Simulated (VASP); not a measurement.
# InAs (I4/mmm) in VASP: notebook, part 2 of 2

VASP 6.6.1. Earlier steps stand in the parts before.

### Step 3. Single point, PBEsol (strain +0.0150 x Voigt [0, 0, 1, 0, 0, 0])

Contents of INCAR:

```
  ALGO = Normal
  EDIFF = 1E-6
  ENCUT = 520
  GGA = PS
  ISIF = 2
  ISMEAR = 0
  LASPH = True
  LCHARG = False
  LREAL = False
  LWAVE = False
  NBANDS = 16
  NELM = 80
  PREC = Accurate
  SIGMA = 0.15
```

Contents of KPOINTS:

```
k-points
0
Gamma
  14 14 14
```

Contents of POSCAR:

```
InAs
1.0
    0.0000000000      2.8773040000      2.9204635600
    2.8773040000      0.0000000000      2.9204635600
    2.8773040000      2.8773040000      0.0000000000
In As
1 1
Direct
    0.5000000000      0.5000000000      0.5000000000
    0.0000000000      0.0000000000      0.0000000000
```

Potentials or basis: VASP PAW PBE potentials, release 64 (In_d, As).

Command:

```sh
$ cat potpaw_PBE.64/In_d/POTCAR potpaw_PBE.64/As/POTCAR > POTCAR
$ mpirun -np 1 vasp_std > vasp.out
```

OUTCAR:

```text
EDIFF = 1E-6
   ENCUT = 520
   GGA = PS
   ISIF = 2
   ISMEAR = 0
   LASPH = True
   LREAL = False
   NELM = 80
   PREC = Accurate

 ion  position               nearest neighbor table
   1  0.500  0.500  0.500-   2 2.88   2 2.88   2 2.88   2 2.88   2 2.92   2 2.92
   2  0.000  0.000  0.000-   1 2.88   1 2.88   1 2.88   1 2.88   1 2.92   1 2.92

  LATTYP: Found a body centered tetragonal cell.
 ALAT       =     4.0691223399
 C/A-ratio  =     1.4354267658

  Lattice vectors:

 A1 = (  -2.8773040000,   0.0000000000,   2.9204635600)
 A2 = (   2.8773040000,   0.0000000000,   2.9204635600)
 A3 = (   0.0000000000,   2.8773040000,  -2.9204635600)

Analysis of symmetry for initial positions (statically):
=====================================================================
 Subroutine PRICEL returns:
 Original cell was already a primitive cell.

 Routine SETGRP: Setting up the symmetry group for a
 body centered tetragonal supercell.

 Subroutine GETGRP returns: Found 16 space group operations
 (whereof 16 operations were pure point group operations)
 out of a pool of 16 trial point group operations.
[... 157 lines left out ...]
  ext. energy  EPLUGINS =         0.00000000
  ---------------------------------------------------
  free energy    TOTEN  =        -8.17742312 eV

  energy without entropy =       -8.16385294  energy(sigma->0) =       -8.17063803

 E-fermi :   5.6017     XC(G=0): -10.1836

 val. band max:        5.6010062388   @ k =   0.2857   0.0000   0.0000
 cond. band min:       5.6070334792   @ k =  -0.2143   0.1429   0.0714
 fundamental gap:      0.0060272405
 Fermi energy:         5.6016782477

 k-point     1 :       0.0000    0.0000    0.0000
  band No.  band energies     occupation
      1      -8.6099      2.00000
      2      -8.6086      2.00000
      3      -8.5918      2.00000
      4      -8.5861      2.00000
      5      -8.5861      2.00000
      6      -6.3949      2.00000
[... 433 lines left out ...]
      3      -8.5986      2.00000
      4      -8.5611      2.00000
      5      -8.5531      2.00000
      6      -5.6173      2.00000
[... 8 lines left out ...]
     15      15.2758      0.00000
     16      15.6519      0.00000

 [... further k-points ...]
[... 5 lines left out ...]
  --------------------------------------------------------------------------------------
  -------------------------------------------------------------------------------------
  Total       -1.0849541     -1.0849541     -1.4624345      0.0000000      0.0000000     -0.0000000
  in kB      -35.9474979    -35.9474979    -48.4544543      0.0000000      0.0000000     -0.0000000
  external PRESSURE =     -40.1164833 kB  Pullay stress =       0.0000000 kB

 VOLUME and BASIS-vectors are now :
 -----------------------------------------------------------------------------
  energy-cutoff  :      520.00
  volume of cell :       48.36
      direct lattice vectors                 reciprocal lattice vectors
     0.000000000  2.877304000  2.920463560    -0.173773783  0.173773783  0.171205697
     2.877304000  0.000000000  2.920463560     0.173773783 -0.173773783  0.171205697
     2.877304000  2.877304000  0.000000000     0.173773783  0.173773783 -0.171205697

 POSITION                                       TOTAL-FORCE (eV/Angst)
 -----------------------------------------------------------------------------------
      2.87730      2.87730      2.92046         0.000000      0.000000     -0.000000
      0.00000      0.00000      0.00000         0.000000      0.000000      0.000000
 -----------------------------------------------------------------------------------
    total drift:                                0.000000      0.000000      0.000000

  FREE ENERGIE OF THE ION-ELECTRON SYSTEM (eV)
  ---------------------------------------------------
  free  energy   TOTEN  =        -8.1774231235 eV

  energy  without entropy=       -8.1638529423  energy(sigma->0) =       -8.17063803
```

Run time: 4 min. Hardware: 1 thread of Intel Xeon 8259CL, shared host; peak memory 0.33 GiB.

What came out:

```yaml
Free_energy: -8.1774 eV
Pressure: -4.0 GPa
Band_gap_on_the_k_mesh: zero (bands 9 and 10 overlap by 2.54 eV)
```

Levels at points of the mesh, in eV from the Fermi level:
```csv
k point,band 5,band 6,band 7,band 8,band 9,band 10,band 11,band 12,band 13,band 14
"(0.00, 0.00, 0.00)",-14.19,-12.00,-0.80,-0.21,-0.21,-0.07,7.08,7.09,7.18,7.18
"(0.50, 0.00, 0.00)",-14.14,-10.36,-6.45,0.17,0.24,2.05,3.19,3.30,4.28,10.47
"(0.50, 0.50, 0.00)",-14.11,-9.59,-4.62,-2.90,-2.13,-2.13,3.89,9.09,9.09,9.74
"(0.50, 0.00, 0.50)",-14.11,-9.48,-4.63,-3.01,-2.28,-2.11,3.82,8.80,9.24,9.89
```

Caveat: the cell differs from its parent crystal (strain +0.0150 x Voigt [0, 0, 1, 0, 0, 0]); the cell stands under tension; the PAW data sets were made with another functional, which shifts forces and pressure a little; spin-orbit coupling is left out, which moves the levels of the heavy elements.

### Step 4. Single point, PBEsol (strain +0.0450 x Voigt [0, 0, 1, 0, 0, 0])

Contents of INCAR:

```
ALGO     = Normal         # electronic algorithm
EDIFF    = 1E-6           # SCF threshold, eV
ENCUT    = 520            # plane-wave cutoff, eV
GGA      = PS             # functional
ISIF     = 2              # what is computed and relaxed
ISMEAR   = 0              # smearing method
LASPH    = T              # aspherical terms in the spheres
LCHARG   = T              # write CHGCAR
LELF     = T              # ELF
LREAL    = F              # projectors in reciprocal space
LVHAR    = T            
LWAVE    = F              # write WAVECAR
NBANDS   = 16             # bands
NELM     = 100            # most SCF steps
PREC     = Accurate       # precision mode
SIGMA    = 0.15           # smearing width, eV
```

KPOINTS is that of step 3.

Contents of POSCAR:

```
InAs
1.0
    0.0000000000      2.8773040000      3.0067826800
    2.8773040000      0.0000000000      3.0067826800
    2.8773040000      2.8773040000      0.0000000000
In As
1 1
Direct
    0.5000000000      0.5000000000      0.5000000000
    0.0000000000      0.0000000000      0.0000000000
```

Potentials or basis: VASP PAW PBE potentials, release 64 (In_d, As).

Command:

```sh
$ cat potpaw_PBE.64/In_d/POTCAR potpaw_PBE.64/As/POTCAR > POTCAR
$ mpirun -np 1 vasp_std > vasp.out
```

OUTCAR:

```text
EDIFF = 1E-6
   ENCUT = 520
   GGA = PS
   ISIF = 2
   ISMEAR = 0
   LASPH = T
   LREAL = F
   NELM = 100
   PREC = Accurate

 ion  position               nearest neighbor table
   1  0.500  0.500  0.500-   2 2.88   2 2.88   2 2.88   2 2.88   2 3.01   2 3.01
   2  0.000  0.000  0.000-   1 2.88   1 2.88   1 2.88   1 2.88   1 3.01   1 3.01

  LATTYP: Found a body centered tetragonal cell.
 ALAT       =     4.0691223399
 C/A-ratio  =     1.4778531727

  Lattice vectors:

 A1 = (  -2.8773040000,   0.0000000000,   3.0067826800)
 A2 = (   2.8773040000,   0.0000000000,   3.0067826800)
 A3 = (   0.0000000000,   2.8773040000,  -3.0067826800)

Analysis of symmetry for initial positions (statically):
=====================================================================
 Subroutine PRICEL returns:
 Original cell was already a primitive cell.

 Routine SETGRP: Setting up the symmetry group for a
 body centered tetragonal supercell.

 Subroutine GETGRP returns: Found 16 space group operations
 (whereof 16 operations were pure point group operations)
 out of a pool of 16 trial point group operations.

The static configuration has the point symmetry D_4h.

Analysis of symmetry for dynamics (positions and initial velocities):
=====================================================================
 Subroutine PRICEL returns:
 Original cell was already a primitive cell.

 Routine SETGRP: Setting up the symmetry group for a
 body centered tetragonal supercell.

 Subroutine GETGRP returns: Found 16 space group operations
 (whereof 16 operations were pure point group operations)
 out of a pool of 16 trial point group operations.

The dynamic configuration has the point symmetry D_4h.

 Subroutine INISYM returns: Found 16 space group operations
 (whereof 16 operations are pure point group operations),
 and found     1 'primitive' translations

----------------------------------------------------------------------------------------

                                     Primitive cell

  volume of cell :      49.7856

  direct lattice vectors                    reciprocal lattice vectors
     0.000000000  2.877304000  3.006782680    -0.173773783  0.173773783  0.166290701
     2.877304000  0.000000000  3.006782680     0.173773783 -0.173773783  0.166290701
     2.877304000  2.877304000  0.000000000     0.173773783  0.173773783 -0.166290701

  length of vectors
     4.161684802  4.161684802  4.069122340     0.296727573  0.296727573  0.296727573

  position of ions in fractional coordinates (direct lattice)
     0.500000000  0.500000000  0.500000000
     0.000000000  0.000000000  0.000000000

  ion indices of the primitive-cell ions
   primitive index   ion index
                 1           1
                 2           2

----------------------------------------------------------------------------------------

 KPOINTS: k-points

Automatic generation of k-mesh.
 Grid dimensions read from file:
 generate k-points for:   14   14   14

 Generating k-lattice:

  Cartesian coordinates                     Fractional coordinates (reciprocal lattice)
    -0.012412413  0.012412413  0.011877907     0.071428571  0.000000000  0.000000000
     0.012412413 -0.012412413  0.011877907     0.000000000  0.071428571  0.000000000
     0.012412413  0.012412413 -0.011877907     0.000000000  0.000000000  0.071428571

  Length of vectors
     0.021194827  0.021194827  0.021194827

  Shift w.r.t. Gamma in fractional coordinates (k-lattice)
     0.000000000  0.000000000  0.000000000

 Subroutine IBZKPT returns following result:
 ===========================================

 Found    244 irreducible k-points:

 Following reciprocal coordinates:
            Coordinates               Weight
  0.000000  0.000000  0.000000      1.000000
  0.071429  0.000000  0.000000      8.000000
  0.142857  0.000000  0.000000      8.000000
  0.214286  0.000000  0.000000      8.000000
  0.285714 -0.000000  0.000000      8.000000
  0.357143  0.000000  0.000000      8.000000
[... 16 lines left out ...]
  0.214286  0.142857  0.000000      8.000000
  0.285714  0.142857  0.000000      8.000000
 [... further k-points ...]
   k-points           NKPTS =    244   k-points in BZ     NKDIM =    244   number of bands    NBANDS=     16
   number of dos      NEDOS =    301   number of ions     NIONS =      2
   total plane-waves  NPLWV =  30720
   dimension x,y,z NGX =    32 NGY =   32 NGZ =   30
   dimension x,y,z NGXF=    64 NGYF=   64 NGZF=   60
   ions per type =               1   1
   NGX,Y,Z   is equivalent  to a cutoff of  12.78, 12.78, 12.26 a.u.
   NGXF,Y,Z  is equivalent  to a cutoff of  25.57, 25.57, 24.51 a.u.
 SYSTEM =  unknown system
   PREC   = accura    normal or accurate (medium, high low for compatibility)
   ISTART =      0    job   : 0-new  1-cont  2-samecut
   ICHARG =      2    charge: 1-file 2-atom 10-const
   ISPIN  =      1    spin polarized calculation?
   LNONCOLLINEAR =      F non collinear calculations
   LSORBIT =      F    spin-orbit coupling
   LASPH  =      T    aspherical Exc in radial PAW
   ENCUT  =  520.0 eV  38.22 Ry    6.18 a.u.   7.74  7.74  7.57*2*pi/ulx,y,z
   NELM   =    100;   NELMIN=  2; NELMDL= -5     # of ELM steps
   EDIFF  = 0.1E-05   stopping-criterion for ELM
   LREAL  =      F    real-space projection
   EDIFFG = 0.1E-04   stopping-criterion for IOM
   NSW    =      0    number of steps for IOM
   IBRION =     -1    ionic relax: 0-MD 1-quasi-New 2-CG
   NFREE  =      0    steps in history (QN), initial steepest desc. (CG)
   ISIF   =      2    stress and relaxation
   ISYM   =      2    0-nonsym 1-usesym 2-fastsym
   POTIM  = 0.5000    time-step for ionic-motion
   TEBEG  =    0.0;   TEEND  =   0.0 temperature during run
   PSTRESS=    0.0 pullay stress
   NELECT =      18.0000    total number of electrons
   NUPDOWN=      -1.0000    fix difference up-down
   EMIN   =  10.00;   EMAX   =-10.00  energy-range for DOS
   EFERMI =   0.00;   METHOD = LEGACY
   ISMEAR =     0;   SIGMA  =   0.15  broadening in eV -4-tet -1-fermi 0-gaus
   EFERMI_NEDOS =   21; number of points for ismear=-14 and -15
   IALGO  =     38    algorithm
   IMIX   =      4    mixing-type and parameters
     AMIX     =   0.40;   BMIX     =  1.00
     AMIX_MAG =   1.60;   BMIX_MAG =  1.00
  volume/ion in A,a.u.               =      24.89       167.98
  Fermi-wavevector in a.u.,A,eV,Ry     =   1.166267  2.203924 18.506341  1.360178
  Thomas-Fermi vector in A             =   2.302782
   LORBIT       =      0    0 simple, 1 ext, 2 COOP (PROOUT), +10 PAW based schemes
   GGA     = PS    functional components
   LHFCALC =     F    Hartree Fock is set to
   AEXX    =    0.0000 exact exchange contribution
   IVDW    =     0    specifies the selected vdW correction
   LEPSILON=     F    determine dielectric tensor
   LRPA    =     F    only Hartree local field effects (RPA)
 non-spin polarized calculation
 Gauss-broadening in eV      SIGMA  =   0.15
  energy-cutoff  :      520.00
  volume of cell :       49.79
 maximum number of plane-waves:      1358
   NGX = 15   NGY = 15   NGZ = 15

 number of electron      18.0000005 magnetization

 Free energy of the ion-electron system (eV)
  ---------------------------------------------------
  ext. energy  EPLUGINS =         0.00000000
  ---------------------------------------------------
  free energy    TOTEN  =        -8.12328900 eV

  energy without entropy =       -8.10779888  energy(sigma->0) =       -8.11554394

 E-fermi :   5.2916     XC(G=0): -10.0509

 val. band max:        5.2817410447   @ k =   0.2857  -0.0000   0.0000
 cond. band min:       5.2936947487   @ k =  -0.2143   0.1429   0.0714
 fundamental gap:      0.0119537039
 Fermi energy:         5.2916312563

 k-point     1 :       0.0000    0.0000    0.0000
  band No.  band energies     occupation
      1      -8.8950      2.00000
      2      -8.8914      2.00000
      3      -8.8791      2.00000
      4      -8.8656      2.00000
      5      -8.8656      2.00000
      6      -6.5219      2.00000
[... 8 lines left out ...]
     15      12.9398      0.00000
     16      12.9398      0.00000
[... 419 lines left out ...]
 k-point    24 :       0.2857    0.1429    0.0000
  band No.  band energies     occupation
      1      -8.9503      2.00000
      2      -8.8948      2.00000
      3      -8.8828      2.00000
      4      -8.8449      2.00000
      5      -8.8379      2.00000
      6      -5.8039      2.00000
[... 8 lines left out ...]
     15      14.7823      0.00000
     16      15.1878      0.00000

 [... further k-points ...]
[... 5 lines left out ...]
  --------------------------------------------------------------------------------------
  -------------------------------------------------------------------------------------
  Total       -1.3364505     -1.3364505     -2.2128338      0.0000000     -0.0000000      0.0000000
  in kB      -43.0090569    -43.0090569    -71.2124355      0.0000000     -0.0000000      0.0000000
  external PRESSURE =     -52.4101831 kB  Pullay stress =       0.0000000 kB

 VOLUME and BASIS-vectors are now :
 -----------------------------------------------------------------------------
  energy-cutoff  :      520.00
  volume of cell :       49.79
      direct lattice vectors                 reciprocal lattice vectors
     0.000000000  2.877304000  3.006782680    -0.173773783  0.173773783  0.166290701
     2.877304000  0.000000000  3.006782680     0.173773783 -0.173773783  0.166290701
     2.877304000  2.877304000  0.000000000     0.173773783  0.173773783 -0.166290701

 POSITION                                       TOTAL-FORCE (eV/Angst)
 -----------------------------------------------------------------------------------
      2.87730      2.87730      3.00678        -0.000000      0.000000      0.000000
      0.00000      0.00000      0.00000         0.000000     -0.000000     -0.000000
 -----------------------------------------------------------------------------------
    total drift:                               -0.000000     -0.000000      0.000000

  FREE ENERGIE OF THE ION-ELECTRON SYSTEM (eV)
  ---------------------------------------------------
  free  energy   TOTEN  =        -8.1232890046 eV

  energy  without entropy=       -8.1077988769  energy(sigma->0) =       -8.11554394
```

It took 3.9 min on 1 thread of Intel Xeon 8259CL, shared host; peak memory 0.34 GiB.

Results:

```yaml
Free_energy: -8.1233 eV
Pressure: -5.2 GPa
Band_gap_on_the_k_mesh: zero (bands 9 and 10 overlap by 2.39 eV)
```

Stress tensor (GPa, compression positive):
```
-4.30  0.00  0.00
 0.00 -4.30  0.00
 0.00  0.00 -7.12
```

Levels at points of the mesh, in eV from the Fermi level:
| k point | band 7 | band 8 | band 9 | band 10 | band 11 | band 12 |
| --- | --- | --- | --- | --- | --- | --- |
| (0.00, 0.00, 0.00) | -0.98 | -0.29 | -0.29 | 0.11 | 6.45 | 6.93 |
| (0.50, 0.00, 0.00) | -6.31 | 0.09 | 0.29 | 1.98 | 3.13 | 3.40 |
| (0.50, 0.50, 0.00) | -4.44 | -2.77 | -1.98 | -1.98 | 4.02 | 8.97 |
| (0.50, 0.00, 0.50) | -4.47 | -3.09 | -2.39 | -1.89 | 3.83 | 8.12 |

Caveat: the cell differs from its parent crystal (strain +0.0450 x Voigt [0, 0, 1, 0, 0, 0]); the cell stands under tension; the PAW data sets were made with another functional, which shifts forces and pressure a little; spin-orbit coupling is left out, which moves the levels of the heavy elements.

### Step 5. Summary

| cell | gap on the mesh (eV) | pressure (GPa) |
| --- | --- | --- |
| a = 4.009, b = 4.009, c = 4.069 Å, angles 59.5, 59.5, 61.0°, 2 atoms | none | -1.4 |
| a = 4.100, b = 4.100, c = 4.069 Å, angles 60.2, 60.2, 59.5°, 2 atoms | none | -4.0 |
| a = 4.162, b = 4.162, c = 4.069 Å, angles 60.7, 60.7, 58.5°, 2 atoms | none | -5.2 |

Alike in all rows: task single point; level PBEsol; potentials or basis VASP PAW PBE potentials, release 64 (In_d, As); no spin polarisation; k mesh 14 × 14 × 14; cutoff (eV) 520; smearing gaussian 0.15 eV.

Caveats: the PAW data sets were made with another functional, which shifts forces and pressure a little; spin-orbit coupling is left out, which moves the levels of the heavy elements; the cell stands under tension (at least some runs).

Absolute energies hang on the potentials; compare differences alone.
